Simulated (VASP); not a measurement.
A run of VASP 6.6.1 is set up as follows.

File INCAR:

```
SYSTEM = MgSi
PREC = Accurate
ENCUT = 520
EDIFF = 1E-6
ISMEAR = 0
SIGMA = 0.1
LREAL = .False.
LASPH = .True.
NELM = 60
ALGO = Normal
ISIF = 2
LWAVE = .False.
LCHARG = .False.
NBANDS = 10
```

File KPOINTS:

```
regular mesh
0
Gamma
  6 6 4
  0 0 0
```

The input POSCAR:

```
MgSi
1.0
    2.9083940000      0.0000000000      0.0000000000
    0.0000000000      2.9083940000      0.0000000000
    0.0000000000      0.0000000000      4.1034270000
Mg Si
1 1
Direct
    0.0000000000      0.0000000000      0.0000000000
    0.5000000000      0.5000000000      0.5000000000
```

Potentials or basis: VASP PAW LDA potentials, release 64 (Mg, Si).

Command:

```bash
$ cat potpaw_LDA.64/Mg/POTCAR potpaw_LDA.64/Si/POTCAR > POTCAR
$ mpirun -np 1 vasp_std > vasp.out
```

Predict the band gap on the k mesh.

zero (band 3 reaches 10.79 eV, above the bottom of band 4 at 4.42 eV).

What does it give for the pressure?

-2.7 GPa.

Stress tensor (GPa, compression positive):
```
-3.57  0.00  0.00
 0.00 -3.57  0.00
 0.00  0.00 -1.05
```

Caveat: the k points lie up to 0.38 Å⁻¹ apart.
